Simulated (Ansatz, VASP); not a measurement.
## TiC in VASP and in Ansatz

```
Ti C
1.0
     0.00000    2.13039    2.13039
     2.13039    0.00000    2.13039
     2.13039    2.13039    0.00000
Ti C
1 1
Direct
  0.00000 0.00000 0.00000
  0.50000 0.50000 0.50000
```

Alike in both runs: functional LDA; k mesh 14 × 14 × 14; occupations gaussian, width 0.1 eV; no spin polarisation.

Ansatz relaxed the structure, and its values are those at the end. VASP's run is a single point on that final structure, the one shown.

|  | VASP | Ansatz |
| --- | --- | --- |
| version | VASP 6.6.1 | Ansatz 0.2.0 |
| potentials or method | VASP PAW LDA potentials, release 64 (Ti_sv, C), cutoff 520 eV | scalar-relativistic, plane waves, PAW |
| valence electrons in the cell | 16 | 16 |

Ansatz gave:

```
gap on the k mesh at the Fermi level (eV) : none
pressure (GPa)                            : 0.0
```

Estimate VASP's values.

gap on the k mesh at the Fermi level (eV): none; pressure (GPa): 0.7.

Ansatz warns that its potentials were made for another functional, while VASP's fit it. LDA's correlation is that of Perdew and Zunger in VASP and of Perdew and Wang (1992) in Ansatz. A gap of «none» marks a metal or a gap that the smearing closes.
